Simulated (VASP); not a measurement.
Runs of VASP 6.6.1 on GaN. Symmetry: Fm-3m, No. 225, cubic system. The conventional cell has a = 4.270 Å, b = 4.270 Å, c = 4.270 Å, α = 90.00°, β = 90.00°, γ = 90.00°. Ga (site symmetry m-3m) has 6 N at 2.14 Å within 2.8 Å. N (site symmetry m-3m) has 6 Ga at 2.14 Å within 2.8 Å. 

```tsv
level	potentials or basis	cutoff (eV)	second run	gap on the mesh (eV)	pressure (GPa)
BLYP	VASP PAW PBE potentials, release 64 (Ga_d, N)	520	-	0.33	8.9
PBEsol	VASP PAW PBE potentials, release 64 (Ga_d, N)	520	-	(b)	(a)
BLYP	VASP PAW PBE potentials, release 64 (Ga_d, N_h)	910	hard_potentials	0.33	8.6
LDA	VASP PAW LDA potentials, release 64 (Ga_d, N_h)	910	hard_potentials	0.24	-12.9
LDA	VASP PAW LDA potentials, release 64 (Ga_d, N)	520	-	0.24	-12.6
```

Alike in all rows: task single point; no spin polarisation; cell as given; k mesh 8 × 8 × 8; smearing gaussian 0.01 eV.

Estimate the missing entries.

(a) -7.3; (b) 0.34.

Caveats: the PAW data sets were made with another functional, which shifts forces and pressure a little (some runs); the cutoff is under 1.25 times the usual one of these potentials, so pressure, stress and relaxed cells hold a basis-set (Pulay) error (some runs).

A k mesh can miss the band edges, and the runs leave out spin-orbit coupling on Ga.
